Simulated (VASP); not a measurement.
Si2C3: relaxation of cell and atoms with PBE

Si2C3:

```
CELL_PARAMETERS angstrom
2.77401 0.00000 0.00000
-1.38700 2.40236 0.00000
0.00000 0.00000 13.97760
ATOMIC_POSITIONS crystal
Si 0.33333 0.66667 0.00000
Si 0.33333 0.66667 0.34901
Si 0.33333 0.66667 0.65099
Si 0.66667 0.33333 0.50000
C 0.33333 0.66667 0.14092
C 0.33333 0.66667 0.85908
C 0.66667 0.33333 0.17720
C 0.66667 0.33333 0.28814
C 0.66667 0.33333 0.71186
C 0.66667 0.33333 0.82280
```

```json
{
  "Program": "VASP 6.6.1",
  "Task": "relaxation of cell and atoms",
  "Functional": "PBE",
  "Potentials or basis": "VASP PAW PBE potentials, release 64 (Si, C)",
  "Cutoff": "600 eV",
  "k mesh": "6 × 6 × 2",
  "Occupations": "gaussian, width 0.1 eV",
  "Spin": "no spin polarisation",
  "Dipole correction": "no",
  "Further INCAR settings": "ALGO = Normal; EDIFF = 1e-07; IBRION = 2; EDIFFG = -0.04; NSW = 90; ISIF = 3"
}
```

| Property | Result |
| --- | --- |
| Relaxed volume | 9.29 Å³/atom |
| Relaxed cell | a = 2.783 Å, b = 2.783 Å, c = 13.856 Å, α = 90.00°, β = 90.00°, γ = 120.00° |
| Space group after relaxing (to 0.05 Å) | P-6m2 (No. 187) |
| Energy gained by relaxing | 1.6 meV/atom |
| Ionic steps | 10 |
| Pressure after relaxing | -0.1 GPa |
| Largest force after relaxing | 0.027 eV/Å |
| Band gap on the k mesh | zero (band 20 reaches 11.62 eV, above the bottom of band 21 at 7.67 eV) |

Forces on the atoms (eV/Å):
```
Si   0.000  0.000  0.000
Si   0.000  0.000  0.012
Si   0.000  0.000 -0.012
Si   0.000  0.000  0.000
C    0.000  0.000  0.002
C    0.000  0.000 -0.002
C    0.000  0.000 -0.027
C    0.000  0.000  0.003
C    0.000  0.000 -0.003
C    0.000  0.000  0.027
```

Step by step:
| step | energy change (eV) | largest force (eV/Å) | pressure (GPa) | volume (Å³) |
| --- | --- | --- | --- | --- |
| 1 | 0.0000 | 0.1212 | -0.28 | 93.15 |
| 2 | -0.0094 | 0.2167 | 0.43 | 92.92 |
| 3 | -0.0106 | 0.1699 | 0.23 | 92.98 |
| 4 | -0.0133 | 0.0794 | -0.27 | 93.11 |
| 5 | -0.0133 | 0.0823 | -0.28 | 93.12 |
| 6 | -0.0150 | 0.0859 | -0.09 | 92.96 |
| 7 | -0.0157 | 0.0903 | 0.12 | 92.80 |
| 8 | -0.0163 | 0.0761 | 0.14 | 92.81 |
| 9 | -0.0163 | 0.0634 | 0.14 | 92.81 |
| 10 | -0.0165 | 0.0266 | -0.05 | 92.93 |

Final structure:
```cif
data_structure
_symmetry_space_group_name_H-M 'P 1'
_symmetry_Int_Tables_number 1
_cell_length_a 2.7828
_cell_length_b 2.7828
_cell_length_c 13.8564
_cell_angle_alpha 90.000
_cell_angle_beta 90.000
_cell_angle_gamma 120.000
_cell_volume 92.93
loop_
_atom_site_label
_atom_site_type_symbol
_atom_site_fract_x
_atom_site_fract_y
_atom_site_fract_z
_atom_site_occupancy
Si1 Si 0.33333 0.66667 0.00000 1
Si2 Si 0.33333 0.66667 0.35095 1
Si3 Si 0.33333 0.66667 0.64905 1
Si4 Si 0.66667 0.33333 0.50000 1
C1 C 0.33333 0.66667 0.14153 1
C2 C 0.33333 0.66667 0.85847 1
C3 C 0.66667 0.33333 0.17828 1
C4 C 0.66667 0.33333 0.28970 1
C5 C 0.66667 0.33333 0.71030 1
C6 C 0.66667 0.33333 0.82172 1
```

Levels at points of the mesh, in eV from the Fermi level:
| k point | band 16 | band 17 | band 18 | band 19 | band 20 | band 21 | band 22 | band 23 | band 24 | band 25 |
| --- | --- | --- | --- | --- | --- | --- | --- | --- | --- | --- |
| (0.00, 0.00, 0.00) | 0.09 | 0.09 | 0.12 | 0.12 | 1.85 | 4.23 | 4.25 | 4.89 | 4.89 | 5.08 |
| (0.50, 0.00, 0.00) | -4.23 | -3.50 | -2.18 | -2.01 | -1.96 | -0.64 | 0.99 | 3.04 | 3.19 | 3.45 |
| (0.00, 0.00, 0.50) | 0.10 | 0.11 | 0.11 | 0.46 | 1.28 | 4.19 | 4.27 | 4.90 | 4.90 | 5.06 |
| (0.50, 0.00, 0.50) | -3.93 | -3.62 | -2.24 | -1.99 | -1.98 | -0.79 | 1.41 | 2.94 | 3.19 | 3.30 |

Run time: 4.2 min on 1 thread of Intel(R) Xeon(R) Platinum 8259CL CPU @ 2.50GHz (Skylake/Cascade Lake) (shared host), peak memory 0.25 GiB.

Caveat: the k points lie up to 0.43 Å⁻¹ apart in the final cell.
